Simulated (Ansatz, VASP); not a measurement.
Ge: VASP beside Ansatz

File INCAR:

```
SYSTEM = Ge
  ALGO = Normal
  EDIFF = 1E-6
  ENCUT = 500
  GGA_COMPAT = .False.
  ISIF = 2
  ISMEAR = 0
  LASPH = .True.
  LCHARG = .False.
  LREAL = .False.
  LWAVE = .False.
  NBANDS = 96
  NELM = 120
  PREC = Accurate
  SIGMA = 0.1
```

File KPOINTS:

```
k-points
0
Gamma
  4 4 4
  0 0 0
```

POSCAR

```
Ge
1.0
    5.9372086600      0.0000000000      0.0000000000
    0.0000000000      5.9372086600      0.0000000000
    0.0000000000      0.0000000000      7.0806530000
Ge
12
Direct
    0.0856035700      0.0856035700      0.0000000000
    0.4143964300      0.5856035700      0.7500000000
    0.5856035700      0.4143964300      0.2500000000
    0.9143964300      0.9143964300      0.5000000000
    0.1694391000      0.3720959400      0.2454362400
    0.1279040600      0.6694391000      0.9954362400
    0.8720959400      0.3305609000      0.4954362400
    0.6694391000      0.1279040600      0.0045637600
    0.3305609000      0.8720959400      0.5045637600
    0.8305609000      0.6279040600      0.7454362400
    0.3720959400      0.1694391000      0.7545637600
    0.6279040600      0.8305609000      0.2545637600
```

Input for Ansatz:

```yaml
crystal:
  lattice:
    - [5.93720866, 0.0, 0.0]
    - [0.0, 5.93720866, 0.0]
    - [0.0, 0.0, 7.080653]
  atoms:
    - { symbol: Ge, position: [0.08560357, 0.08560357, 0.0] }
    - { symbol: Ge, position: [0.41439643, 0.58560357, 0.75] }
    - { symbol: Ge, position: [0.58560357, 0.41439643, 0.25] }
    - { symbol: Ge, position: [0.91439643, 0.91439643, 0.5] }
    - { symbol: Ge, position: [0.1694391, 0.37209594, 0.24543624] }
    - { symbol: Ge, position: [0.12790406, 0.6694391, 0.99543624] }
    - { symbol: Ge, position: [0.87209594, 0.3305609, 0.49543624] }
    - { symbol: Ge, position: [0.6694391, 0.12790406, 0.00456376] }
    - { symbol: Ge, position: [0.3305609, 0.87209594, 0.50456376] }
    - { symbol: Ge, position: [0.8305609, 0.62790406, 0.74543624] }
    - { symbol: Ge, position: [0.37209594, 0.1694391, 0.75456376] }
    - { symbol: Ge, position: [0.62790406, 0.8305609, 0.25456376] }
basis:
  ecutwfc: 600.0
kpoints:
  mp_grid: { grid: [4, 4, 4] }
hamiltonian:
  xc: lda
  pseudopotentials: { kind: paw, azcp: { folder: soft_1 } }
scf:
  occupations: { method: gaussian, width: 0.1 }
output:
  forces: true
  stress: true
  eigenvalues: true
```

Alike in both runs: task single point; functional LDA; k mesh 4 × 4 × 4; occupations gaussian, width 0.1 eV; no spin polarisation.

|  | VASP | Ansatz |
| --- | --- | --- |
| version | VASP 6.6.1 | Ansatz 0.2.0 |
| potentials or method | VASP PAW LDA potentials, release 64 (Ge_d), cutoff 500 eV | scalar-relativistic, plane waves, PAW |
| valence electrons in the cell | 168 | 168 |

|  | VASP | Ansatz | Ansatz less VASP |
| --- | --- | --- | --- |
| gap on the k mesh at the Fermi level (eV) | 0.90 | 0.88 | -0.015 |
| least direct gap on the mesh (eV) | 1.21 | 1.20 | -0.014 |
| pressure (GPa) | -2.2 | -2.3 | -0.08 |
| traceless stress, the component that is largest in VASP (GPa) | 0.11 | 0.13 | +0.015 |
| rms of the force components (eV/Å) | 0.023 | 0.023 | -0.0008 |

Ansatz warns that its potentials were made for another functional, while VASP's fit it. LDA's correlation is that of Perdew and Zunger in VASP and of Perdew and Wang (1992) in Ansatz. Atom by atom the forces differ by 0.004 eV/Å (rms over components).
